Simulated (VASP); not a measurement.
# AlN (P6_3mc) in VASP: further runs

The runs below take AlN through single point, relaxation of cell and atoms, with LDA.

Program: VASP 6.6.1. These are calculated values, not measurements. Logs are shortened: lines on timing, memory, paths and dates and some standing lists are left out, and cuts for length are marked.

### 1 The cell of the first run

Symmetry: P6_3mc, No. 186, hexagonal system. Conventional cell: a = 3.089 Å, b = 3.089 Å, c = 4.943 Å, α = 90.00°, β = 90.00°, γ = 120.00°. Al (site symmetry 3m) has 4 N at 1.88 to 1.89 Å within 2.5 Å. Within 2.5 Å of N (site symmetry 3m) lie 4 Al at 1.88 to 1.89 Å.

### 2 Single point, LDA

INCAR reads:

```
SYSTEM = AlN
PREC = Accurate
ENCUT = 520
EDIFF = 1E-7
ISMEAR = 0
SIGMA = 0.01
LREAL = .FALSE.
LASPH = .TRUE.
NELM = 80
ALGO = Normal
ISIF = 2
LWAVE = .FALSE.
LCHARG = .FALSE.
NBANDS = 16
```

KPOINTS reads:

```
regular mesh
0
G
  8 8 4
  0 0 0
```

POSCAR reads:

```
AlN
1.0
    3.0886100920      0.0000000000      0.0000000000
   -1.5443050460      2.6748148021      0.0000000000
    0.0000000000      0.0000000000      4.9431236075
Al N
2 2
Direct
    0.3333333333      0.6666666667      0.0000096089
    0.6666666667      0.3333333333      0.5000096089
    0.3333333333      0.6666666667      0.3819903911
    0.6666666667      0.3333333333      0.8819903911
```

Potentials or basis: VASP PAW LDA potentials, release 64 (Al, N).

On the command line:

```bash
> cat potpaw_LDA.64/Al/POTCAR potpaw_LDA.64/N/POTCAR > POTCAR
> mpirun -np 1 vasp_std > vasp.out
```

OUTCAR:

```text
SYSTEM = AlN
   PREC = Accurate
   ENCUT = 520
   EDIFF = 1E-7
   ISMEAR = 0
   LREAL = .FALSE.
   LASPH = .TRUE.
   NELM = 80
   ISIF = 2

 ion  position               nearest neighbor table
   1  0.333  0.667  0.000-   4 1.88   4 1.88   4 1.88   3 1.89   2 3.05   2 3.05   2 3.05   2 3.05
                             2 3.05   2 3.05
   2  0.667  0.333  0.500-   3 1.88   3 1.88   3 1.88   4 1.89   1 3.05   1 3.05   1 3.05   1 3.05
                             1 3.05   1 3.05
   3  0.333  0.667  0.382-   2 1.88   2 1.88   2 1.88   1 1.89
   4  0.667  0.333  0.882-   1 1.88   1 1.88   1 1.88   2 1.89

  LATTYP: Found a hexagonal cell.
 ALAT       =     3.0886100920
 C/A-ratio  =     1.6004362675

  Lattice vectors:

 A1 = (   3.0886100920,   0.0000000000,   0.0000000000)
 A2 = (  -1.5443050460,   2.6748148021,   0.0000000000)
 A3 = (   0.0000000000,   0.0000000000,   4.9431236075)

Analysis of symmetry for initial positions (statically):
=====================================================================
 Subroutine PRICEL returns:
 Original cell was already a primitive cell.

 Routine SETGRP: Setting up the symmetry group for a
 hexagonal supercell.

 Subroutine GETGRP returns: Found 12 space group operations
 (whereof  6 operations were pure point group operations)
 out of a pool of 24 trial point group operations.

The static configuration has the point symmetry C_3v.
 The point group associated with its full space group is C_6v.

Analysis of symmetry for dynamics (positions and initial velocities):
=====================================================================
 Subroutine PRICEL returns:
 Original cell was already a primitive cell.

 Routine SETGRP: Setting up the symmetry group for a
 hexagonal supercell.

 Subroutine GETGRP returns: Found 12 space group operations
 (whereof  6 operations were pure point group operations)
 out of a pool of 24 trial point group operations.

The dynamic configuration has the point symmetry C_3v.
 The point group associated with its full space group is C_6v.

 Subroutine INISYM returns: Found 12 space group operations
 (whereof  6 operations are pure point group operations),
 and found     1 'primitive' translations

----------------------------------------------------------------------------------------

                                     Primitive cell

  volume of cell :      40.8374

  direct lattice vectors                    reciprocal lattice vectors
     3.088610092  0.000000000  0.000000000     0.323770230  0.186928829  0.000000000
    -1.544305046  2.674814802  0.000000000     0.000000000  0.373857659  0.000000000
     0.000000000  0.000000000  4.943123607     0.000000000  0.000000000  0.202301233

  length of vectors
     3.088610092  3.088610092  4.943123607     0.373857659  0.373857659  0.202301233

  position of ions in fractional coordinates (direct lattice)
     0.333333333  0.666666667  0.000009609
     0.666666667  0.333333333  0.500009609
     0.333333333  0.666666667  0.381990391
     0.666666667  0.333333333  0.881990391

  ion indices of the primitive-cell ions
   primitive index   ion index
                 1           1
                 2           2
                 3           3
                 4           4

----------------------------------------------------------------------------------------

 KPOINTS: regular mesh

Automatic generation of k-mesh.
 Grid dimensions read from file:
 generate k-points for:    8    8    4

 Generating k-lattice:

  Cartesian coordinates                     Fractional coordinates (reciprocal lattice)
     0.040471279  0.023366104  0.000000000     0.125000000 -0.000000000  0.000000000
     0.000000000  0.046732207  0.000000000     0.000000000  0.125000000  0.000000000
     0.000000000  0.000000000  0.050575308     0.000000000  0.000000000  0.250000000

  Length of vectors
     0.046732207  0.046732207  0.050575308

  Shift w.r.t. Gamma in fractional coordinates (k-lattice)
     0.000000000  0.000000000  0.000000000

 Subroutine IBZKPT returns following result:
 ===========================================

 Found     30 irreducible k-points:

 Following reciprocal coordinates:
            Coordinates               Weight
  0.000000  0.000000  0.000000      1.000000
  0.125000 -0.000000  0.000000      6.000000
  0.250000 -0.000000  0.000000      6.000000
  0.375000 -0.000000  0.000000      6.000000
  0.500000 -0.000000  0.000000      3.000000
  0.125000  0.125000  0.000000      6.000000
[... 16 lines left out ...]
  0.250000 -0.000000  0.500000      6.000000
  0.375000 -0.000000  0.500000      6.000000
 [... further k-points ...]
   k-points           NKPTS =     30   k-points in BZ     NKDIM =     30   number of bands    NBANDS=     16
   number of dos      NEDOS =    301   number of ions     NIONS =      4
   total plane-waves  NPLWV =  23040
   dimension x,y,z NGX =    24 NGY =   24 NGZ =   40
   dimension x,y,z NGXF=    48 NGYF=   48 NGZF=   80
   ions per type =               2   2
   NGX,Y,Z   is equivalent  to a cutoff of  12.92, 12.92, 13.45 a.u.
   NGXF,Y,Z  is equivalent  to a cutoff of  25.84, 25.84, 26.91 a.u.
 SYSTEM =  AlN
   PREC   = accura    normal or accurate (medium, high low for compatibility)
   ISTART =      0    job   : 0-new  1-cont  2-samecut
   ICHARG =      2    charge: 1-file 2-atom 10-const
   ISPIN  =      1    spin polarized calculation?
   LNONCOLLINEAR =      F non collinear calculations
   LSORBIT =      F    spin-orbit coupling
   LASPH  =      T    aspherical Exc in radial PAW
   ENCUT  =  520.0 eV  38.22 Ry    6.18 a.u.   5.74  5.74  9.19*2*pi/ulx,y,z
   NELM   =     80;   NELMIN=  2; NELMDL= -5     # of ELM steps
   EDIFF  = 0.1E-06   stopping-criterion for ELM
   LREAL  =      F    real-space projection
   EDIFFG = 0.1E-05   stopping-criterion for IOM
   NSW    =      0    number of steps for IOM
   IBRION =     -1    ionic relax: 0-MD 1-quasi-New 2-CG
   NFREE  =      0    steps in history (QN), initial steepest desc. (CG)
   ISIF   =      2    stress and relaxation
   ISYM   =      2    0-nonsym 1-usesym 2-fastsym
   POTIM  = 0.5000    time-step for ionic-motion
   TEBEG  =    0.0;   TEEND  =   0.0 temperature during run
   PSTRESS=    0.0 pullay stress
   NELECT =      16.0000    total number of electrons
   NUPDOWN=      -1.0000    fix difference up-down
   EMIN   =  10.00;   EMAX   =-10.00  energy-range for DOS
   EFERMI =   0.00;   METHOD = LEGACY
   ISMEAR =     0;   SIGMA  =   0.01  broadening in eV -4-tet -1-fermi 0-gaus
   EFERMI_NEDOS =   21; number of points for ismear=-14 and -15
   IALGO  =     38    algorithm
   IMIX   =      4    mixing-type and parameters
     AMIX     =   0.40;   BMIX     =  1.00
     AMIX_MAG =   1.60;   BMIX_MAG =  1.00
  volume/ion in A,a.u.               =      10.21        68.90
  Fermi-wavevector in a.u.,A,eV,Ry     =   1.197923  2.263745 19.524611  1.435018
  Thomas-Fermi vector in A             =   2.333825
   LORBIT       =      0    0 simple, 1 ext, 2 COOP (PROOUT), +10 PAW based schemes
   GGA     = CA    functional components
   LHFCALC =     F    Hartree Fock is set to
   AEXX    =    0.0000 exact exchange contribution
   IVDW    =     0    specifies the selected vdW correction
   LEPSILON=     F    determine dielectric tensor
   LRPA    =     F    only Hartree local field effects (RPA)
 non-spin polarized calculation
 Gauss-broadening in eV      SIGMA  =   0.01
  energy-cutoff  :      520.00
  volume of cell :       40.84
 maximum number of plane-waves:      1124
 NGX is ok and might be reduce to    24
   NGX = 11   NGY = 11   NGZ = 19

 number of electron      15.9999997 magnetization

 Free energy of the ion-electron system (eV)
  ---------------------------------------------------
  ext. energy  EPLUGINS =         0.00000000
  ---------------------------------------------------
  free energy    TOTEN  =       -32.84098080 eV

  energy without entropy =      -32.84098080  energy(sigma->0) =      -32.84098080

 E-fermi :   6.2272     XC(G=0): -11.3437

 val. band max:        6.1157945360   @ k =   0.0000   0.0000   0.0000
 cond. band min:      10.5404369419   @ k =   0.0000   0.0000   0.0000
 fundamental gap:      4.4246424058
 Fermi energy:         6.2272157954

 k-point     1 :       0.0000    0.0000    0.0000
  band No.  band energies     occupation
      1      -9.0581      2.00000
      2      -6.7639      2.00000
      3      -0.0389      2.00000
      4       5.2258      2.00000
      5       5.2258      2.00000
      6       5.8873      2.00000
[... 8 lines left out ...]
     15      19.2404      0.00000
     16      19.2404      0.00000

 k-point     2 :       0.1250   -0.0000    0.0000
  band No.  band energies     occupation
      1      -8.8509      2.00000
      2      -6.6465      2.00000
      3       0.2021      2.00000
      4       4.3385      2.00000
      5       4.9749      2.00000
      6       5.0730      2.00000
[... 8 lines left out ...]
     15      18.9415      0.00000
     16      19.1732      0.00000

 k-point     3 :       0.2500   -0.0000    0.0000
  band No.  band energies     occupation
      1      -8.2703      2.00000
      2      -6.3678      2.00000
      3       0.8956      2.00000
      4       2.5774      2.00000
      5       3.6249      2.00000
      6       4.4978      2.00000
[... 8 lines left out ...]
     15      18.2537      0.00000
     16      19.3733      0.00000

 k-point     4 :       0.3750   -0.0000    0.0000
  band No.  band energies     occupation
      1      -7.4760      2.00000
      2      -6.1672      2.00000
      3       1.0945      2.00000
      4       1.9140      2.00000
      5       2.3805      2.00000
      6       4.1103      2.00000
[... 8 lines left out ...]
     15      18.3912      0.00000
     16      20.9778      0.00000

 k-point     5 :       0.5000   -0.0000    0.0000
  band No.  band energies     occupation
      1      -6.9622      2.00000
      2      -6.2193      2.00000
      3       0.5296      2.00000
      4       1.8590      2.00000
      5       2.6804      2.00000
      6       3.9664      2.00000
[... 8 lines left out ...]
     15      18.9287      0.00000
     16      21.2624      0.00000

 k-point     6 :       0.1250    0.1250    0.0000
  band No.  band energies     occupation
      1      -8.4561      2.00000
      2      -6.4468      2.00000
      3       0.6702      2.00000
      4       3.3840      2.00000
      5       3.5853      2.00000
      6       4.8407      2.00000
[... 8 lines left out ...]
     15      18.7251      0.00000
     16      19.3213      0.00000
[... 267 lines left out ...]
 k-point    21 :       0.0000    0.0000    0.5000
  band No.  band energies     occupation
      1      -8.1231      2.00000
      2      -8.1231      2.00000
      3       2.7437      2.00000
      4       2.7437      2.00000
      5       5.5468      2.00000
      6       5.5468      2.00000
[... 8 lines left out ...]
     15      17.5377      0.00000
     16      17.5377      0.00000

 k-point    22 :       0.1250   -0.0000    0.5000
  band No.  band energies     occupation
      1      -7.9422      2.00000
      2      -7.9422      2.00000
      3       2.6730      2.00000
      4       2.6730      2.00000
      5       5.0108      2.00000
      6       5.0108      2.00000
[... 8 lines left out ...]
     15      17.9972      0.00000
     16      17.9972      0.00000

 k-point    23 :       0.2500   -0.0000    0.5000
  band No.  band energies     occupation
      1      -7.4531      2.00000
      2      -7.4531      2.00000
      3       2.0347      2.00000
      4       2.0347      2.00000
      5       4.4639      2.00000
      6       4.4639      2.00000
[... 8 lines left out ...]
     15      18.9133      0.00000
     16      18.9133      0.00000

 k-point    24 :       0.3750   -0.0000    0.5000
  band No.  band energies     occupation
      1      -6.8564      2.00000
      2      -6.8564      2.00000
      3       0.9064      2.00000
      4       0.9064      2.00000
      5       4.5824      2.00000
      6       4.5824      2.00000
[... 8 lines left out ...]
     15      19.3382      0.00000
     16      19.3382      0.00000

 [... further k-points ...]
[... 5 lines left out ...]
  --------------------------------------------------------------------------------------
  -------------------------------------------------------------------------------------
  Total        0.1713568      0.1713568      0.1634474      0.0000000      0.0000000     -0.0000000
  in kB        6.7228534      6.7228534      6.4125435      0.0000000      0.0000000     -0.0000000
  external PRESSURE =       6.6194168 kB  Pullay stress =       0.0000000 kB

 VOLUME and BASIS-vectors are now :
 -----------------------------------------------------------------------------
  energy-cutoff  :      520.00
  volume of cell :       40.84
      direct lattice vectors                 reciprocal lattice vectors
     3.088610092  0.000000000  0.000000000     0.323770230  0.186928829  0.000000000
    -1.544305046  2.674814802  0.000000000     0.000000000  0.373857659  0.000000000
     0.000000000  0.000000000  4.943123607     0.000000000  0.000000000  0.202301233

 POSITION                                       TOTAL-FORCE (eV/Angst)
 -----------------------------------------------------------------------------------
     -0.00000      1.78321      0.00005        -0.000000     -0.000000     -0.000617
      1.54431      0.89160      2.47161         0.000000      0.000000     -0.000617
     -0.00000      1.78321      1.88823        -0.000000      0.000000      0.000617
      1.54431      0.89160      4.35979         0.000000     -0.000000      0.000617
 -----------------------------------------------------------------------------------
    total drift:                               -0.000000      0.000000     -0.000571

  FREE ENERGIE OF THE ION-ELECTRON SYSTEM (eV)
  ---------------------------------------------------
  free  energy   TOTEN  =       -32.8409808005 eV

  energy  without entropy=      -32.8409808005  energy(sigma->0) =      -32.84098080
```

Run time: 6.7 s. Hardware: 1 thread of Intel Xeon 6975P-C (Granite Rapids), shared host; peak memory 0.14 GiB.

Results:

- Free energy: -32.8410 eV
- Pressure: 0.7 GPa
- Band gap on the k mesh: 4.42 eV, direct

### 3 Relaxation of cell and atoms, LDA

This run uses another cell than the first one, of 10.43 Å³/atom, 1.021 times its volume.

INCAR reads:

```
SYSTEM = AlN
PREC = Accurate
ENCUT = 600
EDIFF = 1E-7
ISMEAR = 0
SIGMA = 0.01
LREAL = .FALSE.
LASPH = .TRUE.
NELM = 80
ALGO = Normal
ISIF = 3
LWAVE = .FALSE.
LCHARG = .FALSE.
IBRION = 2
NSW = 80
EDIFFG = -0.003
```

KPOINTS reads:

```
Automatic mesh
0
G
  8 8 4
  0 0 0
```

POSCAR reads:

```
AlN
1.0
    3.1100000000      0.0000000000      0.0000000000
   -1.5550000000      2.6933390100      0.0000000000
    0.0000000000      0.0000000000      4.9800000000
Al N
2 2
Direct
    0.3333333333      0.6666666667      0.0000000000
    0.6666666667      0.3333333333      0.5000000000
    0.3333333333      0.6666666667      0.3820000000
    0.6666666667      0.3333333333      0.8820000000
```

Potentials or basis: VASP PAW LDA potentials, release 64 (Al, N).

On the command line:

```bash
> cat potpaw_LDA.64/Al/POTCAR potpaw_LDA.64/N/POTCAR > POTCAR
> mpirun -np 1 vasp_std > vasp.out
```

It took 26 s on 1 thread of Intel Xeon 6975P-C (Granite Rapids), shared host; peak memory 0.16 GiB.

The run converged. Its results:

| Quantity | Value |
| --- | --- |
| Free energy | -32.8434 eV |
| Relaxed volume | 10.24 Å³/atom |
| Relaxed cell | a = 3.091 Å, b = 3.091 Å, c = 4.948 Å, α = 90.00°, β = 90.00°, γ = 120.00° |
| Space group after relaxing (to 0.05 Å) | P6_3mc (No. 186) |
| Energy gained by relaxing | 2.3 meV/atom |
| Ionic steps | 7 |
| Pressure after relaxing | 0.0 GPa |
| Band gap on the k mesh | 4.40 eV, direct |

Step by step:
| step | energy change (eV) | largest force (eV/Å) | pressure (GPa) | volume (Å³) |
| --- | --- | --- | --- | --- |
| 1 | 0.0000 | 0.0157 | -3.79 | 41.71 |
| 2 | -0.0010 | 0.0172 | 3.80 | 40.24 |
| 3 | -0.0092 | 0.0007 | -0.01 | 40.95 |
| 4 | -0.0092 | 0.0010 | 0.06 | 40.93 |
| 5 | -0.0092 | 0.0050 | -0.05 | 40.96 |
| 6 | -0.0093 | 0.0038 | -0.02 | 40.95 |
| 7 | -0.0093 | 0.0013 | -0.01 | 40.95 |

Final structure:
```
CELL_PARAMETERS angstrom
3.09118 0.00000 0.00000
-1.54559 2.67704 0.00000
0.00000 0.00000 4.94806
ATOMIC_POSITIONS crystal
Al 0.33333 0.66667 0.00004
Al 0.66667 0.33333 0.50004
N 0.33333 0.66667 0.38196
N 0.66667 0.33333 0.88196
```

Levels at points of the mesh, in eV from the valence-band top:
```tsv
k point	band 6	band 7	band 8	band 9	band 10	band 11
(0.00, 0.00, 0.00)	-0.23	-0.23	0.00	4.40	6.71	10.63
(0.50, 0.00, 0.00)	-2.14	-1.84	-0.71	5.72	5.72	8.25
(0.00, 0.00, 0.50)	-0.57	-0.57	-0.57	6.59	6.59	10.30
(0.50, 0.00, 0.50)	-1.51	-1.40	-1.40	5.25	5.25	9.19
```
